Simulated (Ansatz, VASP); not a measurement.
## K2HfSe3: VASP beside Ansatz

```
CELL_PARAMETERS angstrom
4.60252 0.00000 0.00000
0.00000 4.60252 0.00000
0.00000 0.00000 10.70701
ATOMIC_POSITIONS crystal
K 0.50000 0.50000 0.50000
K 0.00000 0.00000 0.00000
Hf 0.50000 0.50000 0.00000
Se 0.00000 0.00000 0.73467
Se 0.00000 0.00000 0.26533
Se 0.00000 0.00000 0.50000
```

Alike in both runs: functional PBE; k mesh 4 × 4 × 2; occupations gaussian, width 0.1 eV; no spin polarisation.

Ansatz relaxed the structure, and its values are those at the end. VASP's run is a single point on that final structure, the one shown.

|  | VASP | Ansatz |
| --- | --- | --- |
| version | VASP 6.6.1 | Ansatz 0.2.0 |
| potentials or method | VASP PAW PBE potentials, release 64 (K_sv, Hf_pv, Se), cutoff 520 eV | scalar-relativistic, plane waves, PAW |
| valence electrons in the cell | 46 | 92 |

```tsv
	VASP	Ansatz	Ansatz less VASP
gap on the k mesh at the Fermi level (eV)	none	none	-
pressure (GPa)	0.2	0.2	-0.03
rms of the force components (eV/Å)	0.007	0.011	+0.0041
```

A gap of «none» marks a metal or a gap that the smearing closes. With one functional, cell and mesh, what is left measures potentials, basis and numerics. VASP's potentials hold 46 valence electrons a cell and Ansatz's 92, so a difference there can come from the potentials and not from the codes.

Neither program's run includes spin-orbit coupling.
